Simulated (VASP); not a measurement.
# Cd2S in VASP: notebook, part 3 of 3

VASP 6.6.1. Earlier steps stand in the parts before.

**5. Single point, PBE (strained)**

INCAR

```
  PREC = Accurate
  ENCUT = 520
  EDIFF = 1E-7
  ISMEAR = 0
  SIGMA = 0.05
  LREAL = F
  LASPH = T
  NELM = 100
  ALGO = Normal
  ISIF = 2
  LWAVE = F
  LCHARG = F
  GGA = PE
  NBANDS = 22
```

KPOINTS

```
regular mesh
0
Gamma
  12 12 6
```

POSCAR

```
Cd2S
1.0
    3.8107412793      0.0000000000      0.0000000000
   -1.9053706397      3.3001987552      0.0000000000
    0.0000000000      0.0000000000      5.9350190987
Cd S
2 1
Direct
    0.6666666700      0.3333333300      0.5667924574
    0.3333333300      0.6666666700      0.9088030041
    0.3333333300      0.6666666700      0.4015615385
```

Potentials or basis: VASP PAW PBE potentials, release 64 (Cd, S).

Started as:

```
cat potpaw_PBE.64/Cd/POTCAR potpaw_PBE.64/S/POTCAR > POTCAR
mpirun -np 1 vasp_std > vasp.out
```

OUTCAR:

```text
PREC = Accurate
   ENCUT = 520
   EDIFF = 1E-7
   ISMEAR = 0
   LREAL = F
   LASPH = T
   NELM = 100
   ISIF = 2
   GGA = PE

 ion  position               nearest neighbor table
   1  0.667  0.333  0.567-   3 2.41   3 2.41   3 2.41   2 2.99   2 2.99   2 2.99
   2  0.333  0.667  0.909-   3 2.92   1 2.99   1 2.99   1 2.99   3 3.01
   3  0.333  0.667  0.402-   1 2.41   1 2.41   1 2.41   2 2.92   2 3.01

  LATTYP: Found a hexagonal cell.
 ALAT       =     3.8107412793
[... 794 lines left out ...]

  FORCE on cell =-STRESS in cart. coord.  units (eV):
  Direction    XX          YY          ZZ          XY          YZ          ZX
  --------------------------------------------------------------------------------------
  -------------------------------------------------------------------------------------
  Total        4.1479380      4.1479380      1.1562540     -0.0000000      0.0000000      0.0000000
  in kB       89.0371314     89.0371314     24.8194497     -0.0000000      0.0000000      0.0000000
  external PRESSURE =      67.6312375 kB  Pullay stress =       0.0000000 kB

 VOLUME and BASIS-vectors are now :
 -----------------------------------------------------------------------------
  energy-cutoff  :      520.00
  volume of cell :       74.64
      direct lattice vectors                 reciprocal lattice vectors
     3.810741279  0.000000000  0.000000000     0.262416136  0.151506026  0.000000000
    -1.905370640  3.300198755  0.000000000     0.000000000  0.303012053  0.000000000
     0.000000000  0.000000000  5.935019099     0.000000000  0.000000000  0.168491454

 POSITION                                       TOTAL-FORCE (eV/Angst)
 -----------------------------------------------------------------------------------
      1.90537      1.10007      3.36392         0.000000      0.000000      0.959048
     -0.00000      2.20013      5.39376         0.000000      0.000000      1.001504
     -0.00000      2.20013      2.38328        -0.000000      0.000000     -1.960552
 -----------------------------------------------------------------------------------
    total drift:                                0.000011     -0.000006     -0.000387

  FREE ENERGIE OF THE ION-ELECTRON SYSTEM (eV)
  ---------------------------------------------------
  free  energy   TOTEN  =        -5.7644517933 eV

  energy  without entropy=       -5.7641899550  energy(sigma->0) =       -5.76432087
```

Run time: 3.7 min. Hardware: 1 thread of Intel Xeon 8259CL, shared host; peak memory 0.29 GiB.

Results:

| Item | Value |
| --- | --- |
| Free energy | -5.7645 eV |
| Pressure | 6.8 GPa |
| Largest force | 1.961 eV/Å |
| Band gap on the k mesh | zero (band 15 reaches 2.04 eV, above the bottom of band 16 at 1.95 eV) |

Forces on the atoms (eV/Å):
```
Cd   0.000  0.000  0.959
Cd   0.000  0.000  1.002
S    0.000  0.000 -1.961
```

Levels at points of the mesh, in eV from the Fermi level:
| k point | band 11 | band 12 | band 13 | band 14 | band 15 | band 16 | band 17 | band 18 | band 19 | band 20 |
| --- | --- | --- | --- | --- | --- | --- | --- | --- | --- | --- |
| (0.00, 0.00, 0.00) | -7.94 | -5.21 | -3.41 | -0.73 | -0.73 | 3.00 | 4.45 | 6.75 | 6.75 | 8.79 |
| (0.50, 0.00, 0.00) | -7.73 | -5.30 | -3.15 | -2.01 | -1.21 | 0.14 | 3.42 | 4.42 | 5.98 | 6.96 |
| (0.00, 0.00, 0.50) | -7.94 | -6.27 | -0.68 | -0.68 | -0.26 | 0.71 | 4.02 | 6.59 | 6.59 | 8.17 |
| (0.50, 0.00, 0.50) | -7.80 | -5.06 | -3.73 | -1.89 | -0.99 | 1.29 | 3.19 | 5.00 | 5.36 | 6.23 |

Caveat: the cell differs from its parent crystal (strained); forces of over 1 eV/Å act on the atoms, so gaps and moduli don't describe the material at rest.

**6. Single point, PBE (strained and its atoms moved)**

INCAR

```
SYSTEM = Cd2S
  ALGO = Normal
  EDIFF = 1E-6
  ENCUT = 520
  GGA = PE
  ISIF = 2
  ISMEAR = 0
  LASPH = .True.
  LCHARG = .True.
  LELF = .True.
  LREAL = .False.
  LVHAR = .True.
  LWAVE = .False.
  NBANDS = 22
  NELM = 80
  PREC = Accurate
  SIGMA = 0.05
```

KPOINTS

```
k-points
0
Gamma
  12 12 6
  0 0 0
```

POSCAR

```
Cd2S
1.0
    4.1318364334      0.0000000000      0.0000000000
   -2.0659182167      3.5782753157      0.0000000000
    0.0000000000      0.0000000000      5.8829106465
Cd S
2 1
Direct
    0.6666666700      0.3333333300      0.5423821132
    0.3333333300      0.6666666700      0.9538847901
    0.3333333300      0.6666666700      0.3808900968
```

Potentials or basis: VASP PAW PBE potentials, release 64 (Cd, S).

Started as:

```
cat potpaw_PBE.64/Cd/POTCAR potpaw_PBE.64/S/POTCAR > POTCAR
mpirun -np 1 vasp_std > vasp.out
```

OUTCAR:

```text
SYSTEM = Cd2S
   EDIFF = 1E-6
   ENCUT = 520
   GGA = PE
   ISIF = 2
   ISMEAR = 0
   LASPH = .True.
   LREAL = .False.
   NELM = 80
   PREC = Accurate

 ion  position               nearest neighbor table
   1  0.667  0.333  0.542-   3 2.57   3 2.57   3 2.57   2 3.40   2 3.40   2 3.40
   2  0.333  0.667  0.954-   3 2.51   1 3.40   1 3.40   1 3.40
   3  0.333  0.667  0.381-   2 2.51   1 2.57   1 2.57   1 2.57

  LATTYP: Found a hexagonal cell.
 ALAT       =     4.1318364334
 C/A-ratio  =     1.4238004677
[... 794 lines left out ...]

  FORCE on cell =-STRESS in cart. coord.  units (eV):
  Direction    XX          YY          ZZ          XY          YZ          ZX
  --------------------------------------------------------------------------------------
  -------------------------------------------------------------------------------------
  Total       -0.7344070     -0.7344070      0.3873133     -0.0000000      0.0000000      0.0000000
  in kB      -13.5281455    -13.5281455      7.1345046     -0.0000000      0.0000000      0.0000000
  external PRESSURE =      -6.6405955 kB  Pullay stress =       0.0000000 kB

 VOLUME and BASIS-vectors are now :
 -----------------------------------------------------------------------------
  energy-cutoff  :      520.00
  volume of cell :       86.98
      direct lattice vectors                 reciprocal lattice vectors
     4.131836433  0.000000000  0.000000000     0.242023133  0.139732121  0.000000000
    -2.065918217  3.578275316  0.000000000     0.000000000  0.279464242  0.000000000
     0.000000000  0.000000000  5.882910647     0.000000000  0.000000000  0.169983884

 POSITION                                       TOTAL-FORCE (eV/Angst)
 -----------------------------------------------------------------------------------
      2.06592      1.19276      3.19079         0.000000      0.000000      0.703404
     -0.00000      2.38552      5.61162        -0.000000      0.000000     -0.616161
     -0.00000      2.38552      2.24074         0.000000     -0.000000     -0.087243
 -----------------------------------------------------------------------------------
    total drift:                                0.000013     -0.000007     -0.000038

  FREE ENERGIE OF THE ION-ELECTRON SYSTEM (eV)
  ---------------------------------------------------
  free  energy   TOTEN  =        -6.0844448493 eV

  energy  without entropy=       -6.0844447110  energy(sigma->0) =       -6.08444478
```

OSZICAR:

```text
N       E                     dE             d eps       ncg     rms          rms(c)
DAV:   1     0.204155666447E+03    0.20416E+03   -0.14742E+04  4408   0.125E+03
DAV:   2     0.273635803732E+01   -0.20142E+03   -0.19257E+03  4918   0.320E+02
DAV:   3    -0.665848844430E+01   -0.93948E+01   -0.93386E+01  5318   0.699E+01
DAV:   4    -0.674159054449E+01   -0.83102E-01   -0.83088E-01  4736   0.618E+00
DAV:   5    -0.674273863247E+01   -0.11481E-02   -0.11481E-02  5360   0.704E-01    0.859E+00
DAV:   6    -0.608172407719E+01    0.66101E+00   -0.14756E+00  5728   0.108E+01    0.619E+00
DAV:   7    -0.608788244950E+01   -0.61584E-02   -0.42052E-01  5006   0.354E+00    0.275E+00
DAV:   8    -0.608583340055E+01    0.20490E-02   -0.52766E-02  4932   0.208E+00    0.294E-01
DAV:   9    -0.608428686952E+01    0.15465E-02   -0.12357E-02  5332   0.115E+00    0.153E-01
DAV:  10    -0.608438683466E+01   -0.99965E-04   -0.10928E-03  5052   0.307E-01    0.833E-02
DAV:  11    -0.608445262602E+01   -0.65791E-04   -0.21589E-04  4814   0.958E-02    0.274E-02
DAV:  12    -0.608444357706E+01    0.90490E-05   -0.41848E-05  5206   0.372E-02    0.109E-02
DAV:  13    -0.608444506225E+01   -0.14852E-05   -0.91668E-06  4970   0.219E-02    0.741E-03
DAV:  14    -0.608444484930E+01    0.21295E-06   -0.67235E-07  2818   0.804E-03
   1 F= -.60844448E+01 E0= -.60844448E+01  d E =-.138346E-06
```

Run time: 3.6 min. Hardware: 1 thread of Intel Xeon 8259CL, shared host; peak memory 0.32 GiB.

What came out:

| Item | Value |
| --- | --- |
| Free energy | -6.0844 eV |
| Pressure | -0.7 GPa |
| Largest force | 0.703 eV/Å |
| Band gap on the k mesh | 0.28 eV, indirect (least direct gap 0.57 eV) |

Forces on the atoms (eV/Å):
```
Cd   0.000  0.000  0.703
Cd   0.000  0.000 -0.616
S    0.000  0.000 -0.087
```

Stress tensor (GPa, compression positive):
```
-1.35  0.00  0.00
 0.00 -1.35  0.00
 0.00  0.00  0.71
```

Caveat: the cell differs from its parent crystal (strained and its atoms moved).

**7. Overview**

| level | cell | gap on the mesh (eV) | pressure (GPa) | largest force (eV/Å) |
| --- | --- | --- | --- | --- |
| PBE | a = 4.091, b = 4.091, c = 5.891 Å, angles 89.9, 90.1, 118.0°, 3 atoms | 0.24 | -2.7 | 0.62 |
| r2SCAN | a = 3.807, b = 3.807, c = 5.581 Å, angles 90.0, 90.0, 120.0°, 3 atoms | none | 5.5 | 0.53 |
| PBE | a = 3.856, b = 3.856, c = 5.740 Å, angles 90.0, 90.0, 120.0°, 3 atoms | none | 5.6 | 1.53 |
| PBE | a = 3.811, b = 3.811, c = 5.935 Å, angles 90.0, 90.0, 120.0°, 3 atoms | none | 6.8 | 1.96 |
| PBE | a = 4.132, b = 4.132, c = 5.883 Å, angles 90.0, 90.0, 120.0°, 3 atoms | 0.28 | -0.7 | 0.70 |

Alike in all rows: task single point; potentials or basis VASP PAW PBE potentials, release 64 (Cd, S); no spin polarisation; k mesh 12 × 12 × 6; cutoff (eV) 520; smearing gaussian 0.05 eV.

Caveats: forces of over 1 eV/Å act on the atoms, so gaps and moduli don't describe the material at rest (some runs); the PAW data sets were made with another functional, which shifts forces and pressure a little (some runs).

Total energies depend on the potentials used, so only differences within one code and one set of settings carry meaning.
